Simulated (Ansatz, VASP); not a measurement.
**Zn2W in VASP and in Ansatz**

```
Zn W
1.0
     0.00000    3.54491    3.54491
     3.54491    0.00000    3.54491
     3.54491    3.54491    0.00000
Zn W
4 2
Direct
  0.62500 0.62500 0.62500
  0.12500 0.62500 0.62500
  0.62500 0.62500 0.12500
  0.62500 0.12500 0.62500
  0.00000 0.00000 0.00000
  0.25000 0.25000 0.25000
```

Alike in both runs: task relaxation of cell and atoms; functional PBE; k mesh 4 × 4 × 4; occupations gaussian, width 0.1 eV; no spin polarisation.

|  | VASP | Ansatz |
| --- | --- | --- |
| version | VASP 6.6.1 | Ansatz 0.2.0 |
| potentials or method | VASP PAW PBE potentials, release 64 (Zn, W_sv), cutoff 600 eV | scalar-relativistic, plane waves, PAW |
| valence electrons in the cell | 76 | 76 |

|  | VASP | Ansatz | Ansatz less VASP |
| --- | --- | --- | --- |
| gap on the k mesh at the Fermi level, each at its own relaxed structure (eV) | 0.70 | 0.70 | +0.003 |
| relaxed volume (Å³/atom) | 14.00 | 13.94 | -0.058 |
| relaxed cell length with the largest relative difference (Å) | 4.916 | 4.909 | -0.0068 |

Neither program's run includes spin-orbit coupling.
